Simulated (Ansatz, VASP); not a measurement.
# Two plane-wave programs on Cs

INCAR

```
SYSTEM = Cs
ALGO = Normal
EDIFF = 1E-6
ENCUT = 520
GGA = RP
ISIF = 2
ISMEAR = -1
LASPH = .True.
LCHARG = .False.
LREAL = .False.
LWAVE = .False.
NBANDS = 16
NELM = 100
PREC = Accurate
SIGMA = 0.1
```

KPOINTS

```
k-points
0
Gamma
  7 7 4
  0 0 0
```

POSCAR

```
Cs
1.0
    5.6213171464      0.0000000000      0.0000000000
   -2.8106585732      4.8682034515      0.0000000000
    0.0000000000      0.0000000000      9.2201351156
Cs
2
Direct
    0.3333333333      0.6666666667      0.2500000000
    0.6666666667      0.3333333333      0.7500000000
```

Input for Ansatz:

```yaml
crystal:
  lattice:
    - [5.6213171464, 0.0, 0.0]
    - [-2.8106585732, 4.8682034515, 0.0]
    - [0.0, 0.0, 9.2201351156]
  atoms:
    - { symbol: Cs, position: [0.3333333333, 0.6666666667, 0.25] }
    - { symbol: Cs, position: [0.6666666667, 0.3333333333, 0.75] }
hamiltonian:
  xc: rpbe
  pseudopotentials:
    kind: paw
    azcp:
      Cs: "pseudopotentials/Cs.paw.azcp"
basis:
  ecutwfc: 420
  fft_grid_basis: typed
kpoints:
  mp_grid: { grid: [7, 7, 4], shift: [0, 0, 0] }
magnetization:
  spin_polarized: false
scf:
  occupations: { method: fermi_dirac, width: 0.1 }
  lower_state_search: "off"
output:
  stress: true
  write_density: true
  write_potential: true
  elf: true
  volumetric_format: npy
```

Alike in both runs: task single point; functional RPBE; k mesh 7 × 7 × 4; occupations fermi-dirac, width 0.1 eV; no spin polarisation.

|  | VASP | Ansatz |
| --- | --- | --- |
| version | VASP 6.6.1 | Ansatz 0.2.0 |
| potentials or method | VASP PAW PBE potentials, release 64 (Cs_sv), cutoff 520 eV | plane waves (420 eV) with PAW, scalar-relativistic |
| valence electrons in the cell | 18 | 18 |

|  | VASP | Ansatz | Ansatz less VASP |
| --- | --- | --- | --- |
| pressure (GPa) | 0.1 | 0.1 | 0.00 |

VASP's potentials were made for PBE, not for RPBE.

Neither program's run includes spin-orbit coupling.
